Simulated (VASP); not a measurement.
# Cu (P6_3/mmc) in VASP: further runs

Cu is run at these levels: PBEsol; tasks: single point.

Program: VASP 6.6.1. These are calculated values, not measurements. Logs are shortened: lines on timing, memory, paths and dates and some standing lists are left out, and cuts for length are marked.

### Step 1. The cell of the first run

Symmetry: P6_3/mmc, No. 194, hexagonal system. The conventional cell has a = 2.521 Å, b = 2.521 Å, c = 4.117 Å, α = 90.00°, β = 90.00°, γ = 120.00°. Cu (site symmetry -6m2) has 12 Cu at 2.52 Å within 3.3 Å.

### Step 2. Single point, PBEsol

Contents of INCAR:

```
SYSTEM = Cu
ALGO = Normal
EDIFF = 1E-6
ENCUT = 520
GGA = PS
ISIF = 2
ISMEAR = 0
LASPH = .True.
LCHARG = .True.
LELF = .True.
LREAL = .False.
LVHAR = .True.
LWAVE = .False.
NBANDS = 18
NELM = 80
PREC = Accurate
SIGMA = 0.15
```

Contents of KPOINTS:

```
k-points
0
Gamma
  18 18 8
  0 0 0
```

Contents of POSCAR:

```
Cu
1.0
    2.5205910273      0.0000000000      0.0000000000
   -1.2602955137      2.1828958622      0.0000000000
    0.0000000000      0.0000000000      4.1165232714
Cu
2
Direct
    0.3333333333      0.6666666667      0.2500000000
    0.6666666667      0.3333333333      0.7500000000
```

Potentials or basis: VASP PAW PBE potentials, release 64 (Cu).

Command:

```sh
$ cat potpaw_PBE.64/Cu/POTCAR > POTCAR
$ mpirun -np 1 vasp_std > vasp.out
```

OUTCAR:

```text
SYSTEM = Cu
   EDIFF = 1E-6
   ENCUT = 520
   GGA = PS
   ISIF = 2
   ISMEAR = 0
   LASPH = .True.
   LREAL = .False.
   NELM = 80
   PREC = Accurate

 ion  position               nearest neighbor table
   1  0.333  0.667  0.250-   2 2.52   2 2.52   2 2.52   2 2.52   2 2.52   2 2.52
   2  0.667  0.333  0.750-   1 2.52   1 2.52   1 2.52   1 2.52   1 2.52   1 2.52

  LATTYP: Found a hexagonal cell.
 ALAT       =     2.5205910273
 C/A-ratio  =     1.6331579486

  Lattice vectors:

 A1 = (   2.5205910273,   0.0000000000,   0.0000000000)
 A2 = (  -1.2602955137,   2.1828958622,   0.0000000000)
 A3 = (   0.0000000000,   0.0000000000,   4.1165232714)

Analysis of symmetry for initial positions (statically):
=====================================================================
 Subroutine PRICEL returns:
 Original cell was already a primitive cell.

 Routine SETGRP: Setting up the symmetry group for a
 hexagonal supercell.

 Subroutine GETGRP returns: Found 24 space group operations
 (whereof 12 operations were pure point group operations)
 out of a pool of 24 trial point group operations.

The static configuration has the point symmetry D_3d.
 The point group associated with its full space group is D_6h.

Analysis of symmetry for dynamics (positions and initial velocities):
=====================================================================
 Subroutine PRICEL returns:
 Original cell was already a primitive cell.

 Routine SETGRP: Setting up the symmetry group for a
 hexagonal supercell.

 Subroutine GETGRP returns: Found 24 space group operations
 (whereof 12 operations were pure point group operations)
 out of a pool of 24 trial point group operations.

The dynamic configuration has the point symmetry D_3d.
 The point group associated with its full space group is D_6h.

 Subroutine INISYM returns: Found 24 space group operations
 (whereof 12 operations are pure point group operations),
 and found     1 'primitive' translations

----------------------------------------------------------------------------------------

                                     Primitive cell

  volume of cell :      22.6499

  direct lattice vectors                    reciprocal lattice vectors
     2.520591027  0.000000000  0.000000000     0.396732349  0.229053529  0.000000000
    -1.260295514  2.182895862  0.000000000     0.000000000  0.458107057  0.000000000
     0.000000000  0.000000000  4.116523271     0.000000000  0.000000000  0.242923441

  length of vectors
     2.520591027  2.520591027  4.116523271     0.458107057  0.458107057  0.242923441

  position of ions in fractional coordinates (direct lattice)
     0.333333333  0.666666667  0.250000000
     0.666666667  0.333333333  0.750000000

  ion indices of the primitive-cell ions
   primitive index   ion index
                 1           1
                 2           2

----------------------------------------------------------------------------------------

 KPOINTS: k-points

Automatic generation of k-mesh.
 Grid dimensions read from file:
 generate k-points for:   18   18    8

 Generating k-lattice:

  Cartesian coordinates                     Fractional coordinates (reciprocal lattice)
     0.022040686  0.012725196  0.000000000     0.055555556  0.000000000  0.000000000
     0.000000000  0.025450392  0.000000000     0.000000000  0.055555556  0.000000000
     0.000000000  0.000000000  0.030365430     0.000000000  0.000000000  0.125000000

  Length of vectors
     0.025450392  0.025450392  0.030365430

  Shift w.r.t. Gamma in fractional coordinates (k-lattice)
     0.000000000  0.000000000  0.000000000

 Subroutine IBZKPT returns following result:
 ===========================================

 Found    185 irreducible k-points:

 Following reciprocal coordinates:
            Coordinates               Weight
  0.000000  0.000000  0.000000      1.000000
  0.055556  0.000000  0.000000      6.000000
  0.111111  0.000000  0.000000      6.000000
  0.166667  0.000000  0.000000      6.000000
  0.222222  0.000000  0.000000      6.000000
  0.277778  0.000000  0.000000      6.000000
[... 16 lines left out ...]
  0.333333  0.111111  0.000000     12.000000
  0.388889  0.111111  0.000000     12.000000
 [... further k-points ...]
   k-points           NKPTS =    185   k-points in BZ     NKDIM =    185   number of bands    NBANDS=     18
   number of dos      NEDOS =    301   number of ions     NIONS =      2
   total plane-waves  NPLWV =  12800
   dimension x,y,z NGX =    20 NGY =   20 NGZ =   32
   dimension x,y,z NGXF=    40 NGYF=   40 NGZF=   64
   ions per type =               2
   NGX,Y,Z   is equivalent  to a cutoff of  13.19, 13.19, 12.92 a.u.
   NGXF,Y,Z  is equivalent  to a cutoff of  26.38, 26.38, 25.85 a.u.
 SYSTEM =  Cu
   PREC   = accura    normal or accurate (medium, high low for compatibility)
   ISTART =      0    job   : 0-new  1-cont  2-samecut
   ICHARG =      2    charge: 1-file 2-atom 10-const
   ISPIN  =      1    spin polarized calculation?
   LNONCOLLINEAR =      F non collinear calculations
   LSORBIT =      F    spin-orbit coupling
   LASPH  =      T    aspherical Exc in radial PAW
   ENCUT  =  520.0 eV  38.22 Ry    6.18 a.u.   4.69  4.69  7.65*2*pi/ulx,y,z
   NELM   =     80;   NELMIN=  2; NELMDL= -5     # of ELM steps
   EDIFF  = 0.1E-05   stopping-criterion for ELM
   LREAL  =      F    real-space projection
   EDIFFG = 0.1E-04   stopping-criterion for IOM
   NSW    =      0    number of steps for IOM
   IBRION =     -1    ionic relax: 0-MD 1-quasi-New 2-CG
   NFREE  =      0    steps in history (QN), initial steepest desc. (CG)
   ISIF   =      2    stress and relaxation
   ISYM   =      2    0-nonsym 1-usesym 2-fastsym
   POTIM  = 0.5000    time-step for ionic-motion
   TEBEG  =    0.0;   TEEND  =   0.0 temperature during run
   PSTRESS=    0.0 pullay stress
   NELECT =      22.0000    total number of electrons
   NUPDOWN=      -1.0000    fix difference up-down
   EMIN   =  10.00;   EMAX   =-10.00  energy-range for DOS
   EFERMI =   0.00;   METHOD = LEGACY
   ISMEAR =     0;   SIGMA  =   0.15  broadening in eV -4-tet -1-fermi 0-gaus
   EFERMI_NEDOS =   21; number of points for ismear=-14 and -15
   IALGO  =     38    algorithm
   IMIX   =      4    mixing-type and parameters
     AMIX     =   0.40;   BMIX     =  1.00
     AMIX_MAG =   1.60;   BMIX_MAG =  1.00
  volume/ion in A,a.u.               =      11.32        76.42
  Fermi-wavevector in a.u.,A,eV,Ry     =   1.621289  3.063792 35.763969  2.628578
  Thomas-Fermi vector in A             =   2.715089
   LORBIT       =      0    0 simple, 1 ext, 2 COOP (PROOUT), +10 PAW based schemes
   GGA     = PS    functional components
   LHFCALC =     F    Hartree Fock is set to
   AEXX    =    0.0000 exact exchange contribution
   IVDW    =     0    specifies the selected vdW correction
   LEPSILON=     F    determine dielectric tensor
   LRPA    =     F    only Hartree local field effects (RPA)
 non-spin polarized calculation
 Gauss-broadening in eV      SIGMA  =   0.15
  energy-cutoff  :      520.00
  volume of cell :       22.65
 maximum number of plane-waves:       628
 NGX is ok and might be reduce to    20
   NGX =  9   NGY =  9   NGZ = 15

 number of electron      21.9999982 magnetization

 Free energy of the ion-electron system (eV)
  ---------------------------------------------------
  ext. energy  EPLUGINS =         0.00000000
  ---------------------------------------------------
  free energy    TOTEN  =        -8.59956567 eV

  energy without entropy =       -8.59092756  energy(sigma->0) =       -8.59524661

 E-fermi :   7.8781     XC(G=0): -13.1545

 val. band max:        7.8717269728   @ k =   0.4444   0.0556   0.3750
 cond. band min:       7.8988666542   @ k =   0.0556   0.0556   0.0000
 fundamental gap:      0.0271396814
 Fermi energy:         7.8780750785

 k-point     1 :       0.0000    0.0000    0.0000
  band No.  band energies     occupation
      1      -1.7843      2.00000
      2       2.5914      2.00000
      3       4.7639      2.00000
      4       4.8332      2.00000
      5       4.8332      2.00000
      6       5.0562      2.00000
[... 10 lines left out ...]
     17      31.9176      0.00000
     18      31.9177      0.00000

 k-point     2 :       0.0556    0.0000    0.0000
  band No.  band energies     occupation
      1      -1.6812      2.00000
      2       2.6524      2.00000
      3       4.6949      2.00000
      4       4.8721      2.00000
      5       4.8921      2.00000
      6       5.0364      2.00000
[... 10 lines left out ...]
     17      32.5227      0.00000
     18      32.6145      0.00000

 k-point     3 :       0.1111    0.0000    0.0000
  band No.  band energies     occupation
      1      -1.3750      2.00000
      2       2.8236      2.00000
      3       4.5766      2.00000
      4       4.9454      2.00000
      5       4.9855      2.00000
      6       5.0259      2.00000
[... 10 lines left out ...]
     17      32.3331      0.00000
     18      33.2120      0.00000

 k-point     4 :       0.1667    0.0000    0.0000
  band No.  band energies     occupation
      1      -0.8756      2.00000
      2       3.0660      2.00000
      3       4.4410      2.00000
      4       4.6126      2.00000
      5       4.8749      2.00000
      6       5.1560      2.00000
[... 375 lines left out ...]
      4       4.1626      2.00000
      5       4.7377      2.00000
      6       4.8935      2.00000
[... 10 lines left out ...]
     17      24.2467      0.00000
     18      27.8162      0.00000

 k-point    23 :       0.3333    0.1111    0.0000
  band No.  band energies     occupation
      1       2.4338      2.00000
      2       3.4080      2.00000
      3       3.5285      2.00000
      4       4.2693      2.00000
      5       4.6984      2.00000
      6       4.9449      2.00000
[... 10 lines left out ...]
     17      22.1779      0.00000
     18      27.3477      0.00000

 k-point    24 :       0.3889    0.1111    0.0000
  band No.  band energies     occupation
      1       2.8897      2.00000
      2       3.3135      2.00000
      3       3.4452      2.00000
      4       4.4305      2.00000
      5       4.6901      2.00000
      6       4.8584      2.00000
[... 10 lines left out ...]
     17      20.4825      0.00000
     18      27.0641      0.00000

 [... further k-points ...]
[... 5 lines left out ...]
  --------------------------------------------------------------------------------------
  -------------------------------------------------------------------------------------
  Total        0.1079892      0.1079892      0.0782088     -0.0000000      0.0000000      0.0000000
  in kB        7.6387957      7.6387957      5.5322281     -0.0000000      0.0000000      0.0000000
  external PRESSURE =       6.9366065 kB  Pullay stress =       0.0000000 kB

 VOLUME and BASIS-vectors are now :
 -----------------------------------------------------------------------------
  energy-cutoff  :      520.00
  volume of cell :       22.65
      direct lattice vectors                 reciprocal lattice vectors
     2.520591027  0.000000000  0.000000000     0.396732349  0.229053529  0.000000000
    -1.260295514  2.182895862  0.000000000     0.000000000  0.458107057  0.000000000
     0.000000000  0.000000000  4.116523271     0.000000000  0.000000000  0.242923441

 POSITION                                       TOTAL-FORCE (eV/Angst)
 -----------------------------------------------------------------------------------
     -0.00000      1.45526      1.02913        -0.000000      0.000000     -0.000000
      1.26030      0.72763      3.08739         0.000000     -0.000000      0.000000
 -----------------------------------------------------------------------------------
    total drift:                               -0.000000      0.000000     -0.000000

  FREE ENERGIE OF THE ION-ELECTRON SYSTEM (eV)
  ---------------------------------------------------
  free  energy   TOTEN  =        -8.5995656665 eV

  energy  without entropy=       -8.5909275574  energy(sigma->0) =       -8.59524661
```

Run time: 33 s. Hardware: 1 thread of Intel Xeon Platinum 8488C (Sapphire Rapids), shared host; peak memory 0.18 GiB.

Results:

```
Free energy            : -8.5996 eV
Pressure               : 0.7 GPa
Band gap on the k mesh : zero (band 11 reaches 12.05 eV, above the bottom of band 12 at 5.92 eV)
```

Caveat: the PAW data sets were made with another functional, which shifts forces and pressure a little.

(Continued in part 2 of 2.)
